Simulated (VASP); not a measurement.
# V (P6_3/mmc) in VASP: a series of runs

The runs below take V through single point, with LDA.

Everything below comes from runs of VASP 6.6.1. Logs are shortened: lines on timing, memory, paths and dates and some standing lists are left out, and cuts for length are marked.

### Step 1. The cell of the first run

Symmetry: P6_3/mmc, No. 194, hexagonal system. Conventional cell: a = 2.510 Å, b = 2.510 Å, c = 9.082 Å, α = 90.00°, β = 90.00°, γ = 120.00°. V (site symmetry -3m) has 12 V at 2.51 to 2.69 Å within 3.3 Å. Within 3.3 Å of V (site symmetry -6m2) lie 12 V at 2.51 to 2.69 Å.

This isn't the form of V at room conditions, which is bcc.

### Step 2. Single point, LDA (12.39 Å³/atom)

Input file INCAR:

```
SYSTEM = V
PREC = Accurate
ENCUT = 520
EDIFF = 1E-6
ISMEAR = -1
SIGMA = 0.1
LREAL = .False.
LASPH = .True.
NELM = 100
ALGO = Normal
ISIF = 2
LWAVE = .False.
LCHARG = .False.
NBANDS = 34
```

Input file KPOINTS:

```
regular mesh
0
Gamma
  16 16 4
  0 0 0
```

Input file POSCAR:

```
V
1.0
    2.5102336703      0.0000000000      0.0000000000
   -1.2551168351      2.1739261279      0.0000000000
    0.0000000000      0.0000000000      9.0817462864
V
4
Direct
    1.0000000000      1.0000000000      0.0000000000
    1.0000000000      0.0000000000      0.5000000000
    0.3333333333      0.6666666667      0.2500000000
    0.6666666667      0.3333333333      0.7500000000
```

Potentials or basis: VASP PAW LDA potentials, release 64 (V_sv).

On the command line:

```
cat potpaw_LDA.64/V_sv/POTCAR > POTCAR
mpirun -np 1 vasp_std > vasp.out
```

OUTCAR:

```text
SYSTEM = V
   PREC = Accurate
   ENCUT = 520
   EDIFF = 1E-6
   ISMEAR = -1
   LREAL = .False.
   LASPH = .True.
   NELM = 100
   ISIF = 2

 ion  position               nearest neighbor table
   1  0.000  0.000  0.000-   3 2.69   4 2.69   3 2.69   4 2.69   4 2.69   3 2.69
   2  0.000  0.000  0.500-   3 2.69   4 2.69   3 2.69   4 2.69   4 2.69   3 2.69
   3  0.333  0.667  0.250-   1 2.69   2 2.69   1 2.69   2 2.69   1 2.69   2 2.69
   4  0.667  0.333  0.750-   1 2.69   2 2.69   1 2.69   2 2.69   1 2.69   2 2.69

  LATTYP: Found a hexagonal cell.
 ALAT       =     2.5102336703
 C/A-ratio  =     3.6178888021

  Lattice vectors:

 A1 = (   2.5102336703,   0.0000000000,   0.0000000000)
 A2 = (  -1.2551168351,   2.1739261279,   0.0000000000)
 A3 = (   0.0000000000,   0.0000000000,   9.0817462864)

Analysis of symmetry for initial positions (statically):
=====================================================================
 Subroutine PRICEL returns:
 Original cell was already a primitive cell.

 Routine SETGRP: Setting up the symmetry group for a
 hexagonal supercell.

 Subroutine GETGRP returns: Found 24 space group operations
 (whereof 12 operations were pure point group operations)
 out of a pool of 24 trial point group operations.

The static configuration has the point symmetry D_3d.
 The point group associated with its full space group is D_6h.

Analysis of symmetry for dynamics (positions and initial velocities):
=====================================================================
 Subroutine PRICEL returns:
 Original cell was already a primitive cell.

 Routine SETGRP: Setting up the symmetry group for a
 hexagonal supercell.

 Subroutine GETGRP returns: Found 24 space group operations
 (whereof 12 operations were pure point group operations)
 out of a pool of 24 trial point group operations.

The dynamic configuration has the point symmetry D_3d.
 The point group associated with its full space group is D_6h.

 Subroutine INISYM returns: Found 24 space group operations
 (whereof 12 operations are pure point group operations),
 and found     1 'primitive' translations

----------------------------------------------------------------------------------------

                                     Primitive cell

  volume of cell :      49.5597

  direct lattice vectors                    reciprocal lattice vectors
     2.510233670  0.000000000  0.000000000     0.398369288  0.229998616  0.000000000
    -1.255116835  2.173926128  0.000000000     0.000000000  0.459997231  0.000000000
     0.000000000  0.000000000  9.081746286     0.000000000  0.000000000  0.110110982

  length of vectors
     2.510233670  2.510233670  9.081746286     0.459997231  0.459997231  0.110110982

  position of ions in fractional coordinates (direct lattice)
     0.000000000  0.000000000  0.000000000
     0.000000000  0.000000000  0.500000000
     0.333333333  0.666666667  0.250000000
     0.666666667  0.333333333  0.750000000

  ion indices of the primitive-cell ions
   primitive index   ion index
                 1           1
                 2           2
                 3           3
                 4           4

----------------------------------------------------------------------------------------

 KPOINTS: regular mesh

Automatic generation of k-mesh.
 Grid dimensions read from file:
 generate k-points for:   16   16    4

 Generating k-lattice:

  Cartesian coordinates                     Fractional coordinates (reciprocal lattice)
     0.024898081  0.014374913  0.000000000     0.062500000  0.000000000  0.000000000
     0.000000000  0.028749827  0.000000000     0.000000000  0.062500000  0.000000000
     0.000000000  0.000000000  0.027527745     0.000000000  0.000000000  0.250000000

  Length of vectors
     0.028749827  0.028749827  0.027527745

  Shift w.r.t. Gamma in fractional coordinates (k-lattice)
     0.000000000  0.000000000  0.000000000

 Subroutine IBZKPT returns following result:
 ===========================================

 Found     90 irreducible k-points:

 Following reciprocal coordinates:
            Coordinates               Weight
  0.000000  0.000000  0.000000      1.000000
  0.062500 -0.000000  0.000000      6.000000
  0.125000 -0.000000  0.000000      6.000000
  0.187500 -0.000000  0.000000      6.000000
  0.250000 -0.000000  0.000000      6.000000
  0.312500 -0.000000  0.000000      6.000000
[... 16 lines left out ...]
  0.187500  0.187500  0.000000      6.000000
  0.250000  0.187500  0.000000     12.000000
 [... further k-points ...]
   k-points           NKPTS =     90   k-points in BZ     NKDIM =     90   number of bands    NBANDS=     34
   number of dos      NEDOS =    301   number of ions     NIONS =      4
   total plane-waves  NPLWV =  28000
   dimension x,y,z NGX =    20 NGY =   20 NGZ =   70
   dimension x,y,z NGXF=    40 NGYF=   40 NGZF=  140
   ions per type =               4
   NGX,Y,Z   is equivalent  to a cutoff of  13.25, 13.25, 12.81 a.u.
   NGXF,Y,Z  is equivalent  to a cutoff of  26.49, 26.49, 25.63 a.u.
 SYSTEM =  V
   PREC   = accura    normal or accurate (medium, high low for compatibility)
   ISTART =      0    job   : 0-new  1-cont  2-samecut
   ICHARG =      2    charge: 1-file 2-atom 10-const
   ISPIN  =      1    spin polarized calculation?
   LNONCOLLINEAR =      F non collinear calculations
   LSORBIT =      F    spin-orbit coupling
   LASPH  =      T    aspherical Exc in radial PAW
   ENCUT  =  520.0 eV  38.22 Ry    6.18 a.u.   4.67  4.67 16.89*2*pi/ulx,y,z
   NELM   =    100;   NELMIN=  2; NELMDL= -5     # of ELM steps
   EDIFF  = 0.1E-05   stopping-criterion for ELM
   LREAL  =      F    real-space projection
   EDIFFG = 0.1E-04   stopping-criterion for IOM
   NSW    =      0    number of steps for IOM
   IBRION =     -1    ionic relax: 0-MD 1-quasi-New 2-CG
   NFREE  =      0    steps in history (QN), initial steepest desc. (CG)
   ISIF   =      2    stress and relaxation
   ISYM   =      2    0-nonsym 1-usesym 2-fastsym
   POTIM  = 0.5000    time-step for ionic-motion
   TEBEG  =    0.0;   TEEND  =   0.0 temperature during run
   PSTRESS=    0.0 pullay stress
   NELECT =      52.0000    total number of electrons
   NUPDOWN=      -1.0000    fix difference up-down
   EMIN   =  10.00;   EMAX   =-10.00  energy-range for DOS
   EFERMI =   0.00;   METHOD = LEGACY
   ISMEAR =    -1;   SIGMA  =   0.10  broadening in eV -4-tet -1-fermi 0-gaus
   EFERMI_NEDOS =   21; number of points for ismear=-14 and -15
   IALGO  =     38    algorithm
   IMIX   =      4    mixing-type and parameters
     AMIX     =   0.40;   BMIX     =  1.00
     AMIX_MAG =   1.60;   BMIX_MAG =  1.00
  volume/ion in A,a.u.               =      12.39        83.61
  Fermi-wavevector in a.u.,A,eV,Ry     =   1.663540  3.143634 37.652279  2.767364
  Thomas-Fermi vector in A             =   2.750239
   LORBIT       =      0    0 simple, 1 ext, 2 COOP (PROOUT), +10 PAW based schemes
   GGA     = CA    functional components
   LHFCALC =     F    Hartree Fock is set to
   AEXX    =    0.0000 exact exchange contribution
   IVDW    =     0    specifies the selected vdW correction
   LEPSILON=     F    determine dielectric tensor
   LRPA    =     F    only Hartree local field effects (RPA)
 non-spin polarized calculation
  energy-cutoff  :      520.00
  volume of cell :       49.56
 maximum number of plane-waves:      1354
 NGX is ok and might be reduce to    20
   NGX =  9   NGY =  9   NGZ = 33

 number of electron      52.0000021 magnetization

 Free energy of the ion-electron system (eV)
  ---------------------------------------------------
  ext. energy  EPLUGINS =         0.00000000
  ---------------------------------------------------
  free energy    TOTEN  =       -38.77265590 eV

  energy without entropy =      -38.57771444  energy(sigma->0) =      -38.67518517

 E-fermi :  10.9229     XC(G=0): -13.6780

 val. band max:       10.9221650474   @ k =   0.3125   0.2500   0.2500
 cond. band min:      10.9239982934   @ k =   0.2500   0.1875   0.0000
 fundamental gap:      0.0018332460
 Fermi energy:        10.9229419649

 k-point     1 :       0.0000    0.0000    0.0000
  band No.  band energies     occupation
      1     -52.2667      2.00000
      2     -52.1938      2.00000
      3     -52.1555      2.00000
      4     -52.0810      2.00000
      5     -26.9122      2.00000
      6     -26.4565      2.00000
[... 26 lines left out ...]
     33      13.0723      0.00000
     34      13.0723      0.00000

 k-point     2 :       0.0625   -0.0000    0.0000
  band No.  band energies     occupation
      1     -52.2556      2.00000
      2     -52.1842      2.00000
      3     -52.1458      2.00000
      4     -52.0729      2.00000
      5     -26.8965      2.00000
      6     -26.4522      2.00000
[... 26 lines left out ...]
     33      12.9176      0.00000
     34      12.9800      0.00000

 k-point     3 :       0.1250   -0.0000    0.0000
  band No.  band energies     occupation
      1     -52.2236      2.00000
      2     -52.1565      2.00000
      3     -52.1181      2.00000
      4     -52.0497      2.00000
      5     -26.8508      2.00000
      6     -26.4434      2.00000
[... 26 lines left out ...]
     33      12.5550      0.00000
     34      12.7644      0.00000

 k-point     4 :       0.1875   -0.0000    0.0000
  band No.  band energies     occupation
      1     -52.1750      2.00000
      2     -52.1149      2.00000
      3     -52.0764      2.00000
      4     -52.0153      2.00000
      5     -26.7798      2.00000
      6     -26.4494      2.00000
[... 26 lines left out ...]
     33      12.4250      0.00000
     34      12.5350      0.00000

 k-point     5 :       0.2500   -0.0000    0.0000
  band No.  band energies     occupation
      1     -52.1162      2.00000
      2     -52.0654      2.00000
      3     -52.0268      2.00000
      4     -51.9753      2.00000
      5     -26.6940      2.00000
      6     -26.5313      2.00000
[... 621 lines left out ...]
 k-point    22 :       0.4375    0.1250    0.0000
  band No.  band energies     occupation
      1     -51.9366      2.00000
      2     -51.9247      2.00000
      3     -51.8860      2.00000
      4     -51.8740      2.00000
      5     -27.0118      2.00000
      6     -26.9964      2.00000
[... 26 lines left out ...]
     33      14.2114      0.00000
     34      14.3296      0.00000

 k-point    23 :       0.1875    0.1875    0.0000
  band No.  band energies     occupation
      1     -52.0413      2.00000
      2     -52.0040      2.00000
      3     -51.9653      2.00000
      4     -51.9276      2.00000
      5     -26.6808      2.00000
      6     -26.6579      2.00000
[... 26 lines left out ...]
     33      13.2955      0.00000
     34      14.0838      0.00000

 k-point    24 :       0.2500    0.1875    0.0000
  band No.  band energies     occupation
      1     -51.9911      2.00000
      2     -51.9645      2.00000
      3     -51.9258      2.00000
      4     -51.8990      2.00000
      5     -26.7914      2.00000
      6     -26.7736      2.00000
[... 26 lines left out ...]
     33      13.3214      0.00000
     34      14.2501      0.00000

 [... further k-points ...]
[... 5 lines left out ...]
  --------------------------------------------------------------------------------------
  -------------------------------------------------------------------------------------
  Total        2.8841916      2.8841916      2.9121510      0.0000000     -0.0000000      0.0000000
  in kB       93.2408872     93.2408872     94.1447641      0.0000000     -0.0000000      0.0000000
  external PRESSURE =      93.5421795 kB  Pullay stress =       0.0000000 kB

 VOLUME and BASIS-vectors are now :
 -----------------------------------------------------------------------------
  energy-cutoff  :      520.00
  volume of cell :       49.56
      direct lattice vectors                 reciprocal lattice vectors
     2.510233670  0.000000000  0.000000000     0.398369288  0.229998616  0.000000000
    -1.255116835  2.173926128  0.000000000     0.000000000  0.459997231  0.000000000
     0.000000000  0.000000000  9.081746286     0.000000000  0.000000000  0.110110982

 POSITION                                       TOTAL-FORCE (eV/Angst)
 -----------------------------------------------------------------------------------
      0.00000      0.00000      0.00000         0.000000      0.000000     -0.000000
      0.00000      0.00000      4.54087         0.000000      0.000000     -0.000000
     -0.00000      1.44928      2.27044        -0.000000      0.000000     -0.000000
      1.25512      0.72464      6.81131         0.000000     -0.000000      0.000000
 -----------------------------------------------------------------------------------
    total drift:                                0.000000     -0.000000      0.000000

  FREE ENERGIE OF THE ION-ELECTRON SYSTEM (eV)
  ---------------------------------------------------
  free  energy   TOTEN  =       -38.7726559016 eV

  energy  without entropy=      -38.5777144399  energy(sigma->0) =      -38.67518517
```

Run time: 2.5 min. Hardware: 1 thread of Intel Xeon Platinum 8488C (Sapphire Rapids), shared host; peak memory 0.22 GiB.

What came out:

```
Free energy            : -38.7727 eV
Pressure               : 9.4 GPa
Band gap on the k mesh : zero (bands 26 and 27 overlap by 1.31 eV)
```

Caveat: the cell stands under pressure.

### Step 3. Single point, LDA (12.91 Å³/atom)

This run uses another cell than the first one, of 12.91 Å³/atom.

Input file INCAR:

```
PREC = Accurate ; ENCUT = 520
EDIFF = 1E-7 ; ISMEAR = -1
SIGMA = 0.1 ; LREAL = F
LASPH = T ; NELM = 80
ALGO = Normal ; ISIF = 2
LWAVE = F ; LCHARG = F
NBANDS = 34
```

Input file KPOINTS:

```
Automatic mesh
0
Gamma
  16 16 4
```

Input file POSCAR:

```
V
1.0
    2.5446247065      0.0000000000      0.0000000000
   -1.2723123532      2.2037096389      0.0000000000
    0.0000000000      0.0000000000      9.2061692310
V
4
Direct
    1.0000000000      1.0000000000      0.0000000000
    1.0000000000      0.0000000000      0.5000000000
    0.3333333333      0.6666666667      0.2500000000
    0.6666666667      0.3333333333      0.7500000000
```

Potentials or basis: VASP PAW LDA potentials, release 64 (V_sv).

On the command line:

```
cat potpaw_LDA.64/V_sv/POTCAR > POTCAR
mpirun -np 1 vasp_std > vasp.out
```

It took 2.7 min on 1 thread of Intel Xeon Platinum 8488C (Sapphire Rapids), shared host; peak memory 0.22 GiB.

The run converged. Its results:

| Quantity | Value |
| --- | --- |
| Free energy | -38.8359 eV |
| Pressure | 0.5 GPa |
| Band gap on the k mesh | zero (bands 26 and 27 overlap by 1.21 eV) |

Stress tensor (GPa, compression positive):
```
0.59 0.00 0.00
0.00 0.59 0.00
0.00 0.00 0.38
```

Levels at points of the mesh, in eV from the Fermi level:
| k point | band 24 | band 25 | band 26 | band 27 | band 28 | band 29 |
| --- | --- | --- | --- | --- | --- | --- |
| (0.00, 0.00, 0.00) | 0.06 | 0.26 | 0.26 | 0.34 | 0.34 | 0.51 |
| (0.50, 0.00, 0.00) | -1.00 | -0.07 | 0.30 | 0.60 | 1.74 | 1.77 |
| (0.00, 0.00, 0.50) | -0.66 | 0.32 | 0.32 | 0.32 | 0.32 | 0.53 |
| (0.50, 0.00, 0.50) | -1.13 | 0.73 | 0.73 | 0.91 | 0.91 | 1.29 |

### Step 4. Single point, LDA (13.42 Å³/atom)

This run uses another cell than the first one, of 13.42 Å³/atom.

Input file INCAR:

```
SYSTEM = V
  ALGO = Normal
  EDIFF = 1E-6
  ENCUT = 520
  ISIF = 2
  ISMEAR = -1
  LASPH = .True.
  LCHARG = .False.
  LREAL = .False.
  LWAVE = .False.
  NBANDS = 34
  NELM = 80
  PREC = Accurate
  SIGMA = 0.1
```

Input file KPOINTS:

```
k-points
0
Gamma
  16 16 4
  0 0 0
```

Input file POSCAR:

```
V
1.0
    2.5781104505      0.0000000000      0.0000000000
   -1.2890552253      2.2327091439      0.0000000000
    0.0000000000      0.0000000000      9.3273169296
V
4
Direct
    1.0000000000      1.0000000000      0.0000000000
    1.0000000000      0.0000000000      0.5000000000
    0.3333333333      0.6666666667      0.2500000000
    0.6666666667      0.3333333333      0.7500000000
```

On the command line:

```
cat potpaw_LDA.64/V_sv/POTCAR > POTCAR
mpirun -np 1 vasp_std > vasp.out
```

It took 2.9 min on 1 thread of Intel Xeon Platinum 8488C (Sapphire Rapids), shared host; peak memory 0.22 GiB.

Results (log left out):

```yaml
Free_energy: -38.7954 eV
Pressure: -6.8 GPa
Band_gap_on_the_k_mesh: zero (bands 26 and 27 overlap by 1.13 eV)
```

Stress tensor (GPa, compression positive):
```
-6.66  0.00  0.00
 0.00 -6.66  0.00
 0.00  0.00 -7.01
```

Levels at points of the mesh, in eV from the Fermi level:
| k point | band 23 | band 24 | band 25 | band 26 | band 27 | band 28 | band 29 | band 30 |
| --- | --- | --- | --- | --- | --- | --- | --- | --- |
| (0.00, 0.00, 0.00) | -0.58 | -0.01 | 0.26 | 0.26 | 0.34 | 0.34 | 0.50 | 0.50 |
| (0.50, 0.00, 0.00) | -1.90 | -0.93 | -0.10 | 0.28 | 0.59 | 1.66 | 1.69 | 2.06 |
| (0.00, 0.00, 0.50) | -0.68 | -0.68 | 0.32 | 0.32 | 0.32 | 0.32 | 0.52 | 0.52 |
| (0.50, 0.00, 0.50) | -1.06 | -1.06 | 0.66 | 0.66 | 0.89 | 0.89 | 1.21 | 1.21 |

Caveat: the cell stands under tension.

### Step 5. Single point, LDA (13.94 Å³/atom)

This run uses another cell than the first one, of 13.94 Å³/atom.

Input file INCAR:

```
SYSTEM = V
PREC = Accurate
ENCUT = 520
EDIFF = 1E-7
ISMEAR = -1
SIGMA = 0.1
LREAL = .FALSE.
LASPH = .TRUE.
NELM = 60
ALGO = Normal
ISIF = 2
LWAVE = .FALSE.
LCHARG = .TRUE.
GGA = CA
LELF = .TRUE.
LVHAR = .TRUE.
NBANDS = 34
```

Input file KPOINTS:

```
Automatic mesh
0
G
  16 16 4
  0 0 0
```

Input file POSCAR:

```
V
1.0
    2.6107482248      0.0000000000      0.0000000000
   -1.3053741124      2.2609742856      0.0000000000
    0.0000000000      0.0000000000      9.4453967677
V
4
Direct
    1.0000000000      1.0000000000      0.0000000000
    1.0000000000      0.0000000000      0.5000000000
    0.3333333333      0.6666666667      0.2500000000
    0.6666666667      0.3333333333      0.7500000000
```

On the command line:

```
cat potpaw_LDA.64/V_sv/POTCAR > POTCAR
mpirun -np 1 vasp_std > vasp.out
```

Wall time 2.9 min (1 thread of Intel Xeon Platinum 8488C (Sapphire Rapids), shared host); peak memory 0.23 GiB.

It converged, with:

```
Free energy            : -38.6694 eV
Pressure               : -12.8 GPa
Band gap on the k mesh : zero (bands 26 and 27 overlap by 1.05 eV)
```

Stress tensor (GPa, compression positive):
```
-12.67   0.00   0.00
  0.00 -12.67   0.00
  0.00   0.00 -13.02
```

Levels at points of the mesh, in eV from the Fermi level:
```tsv
k point	band 22	band 23	band 24	band 25	band 26	band 27	band 28	band 29	band 30	band 31
(0.00, 0.00, 0.00)	-0.97	-0.54	-0.07	0.27	0.27	0.34	0.34	0.50	0.50	0.57
(0.50, 0.00, 0.00)	-1.85	-1.80	-0.87	-0.12	0.26	0.58	1.59	1.62	1.93	2.71
(0.00, 0.00, 0.50)	-0.71	-0.69	-0.69	0.32	0.32	0.32	0.32	0.51	0.51	0.51
(0.50, 0.00, 0.50)	-2.39	-1.00	-1.00	0.60	0.60	0.86	0.86	1.14	1.14	2.49
```

Caveat: the cell stands under tension.

### Step 6. The runs side by side

| cell | gap on the mesh (eV) | pressure (GPa) |
| --- | --- | --- |
| a = 2.510, b = 2.510, c = 9.082 Å, angles 90.0, 90.0, 120.0°, 4 atoms | none | 9.4 |
| a = 2.545, b = 2.545, c = 9.206 Å, angles 90.0, 90.0, 120.0°, 4 atoms | none | 0.5 |
| a = 2.578, b = 2.578, c = 9.327 Å, angles 90.0, 90.0, 120.0°, 4 atoms | none | -6.8 |
| a = 2.611, b = 2.611, c = 9.445 Å, angles 90.0, 90.0, 120.0°, 4 atoms | none | -12.8 |

Alike in all rows: task single point; level LDA; potentials or basis VASP PAW LDA potentials, release 64 (V_sv); no spin polarisation; k mesh 16 × 16 × 4; cutoff (eV) 520; smearing fermi-dirac 0.1 eV.

Caveats: the cell stands under tension (at least some runs); the cell stands under pressure (at least some runs).

Absolute energies hang on the potentials; compare differences alone.
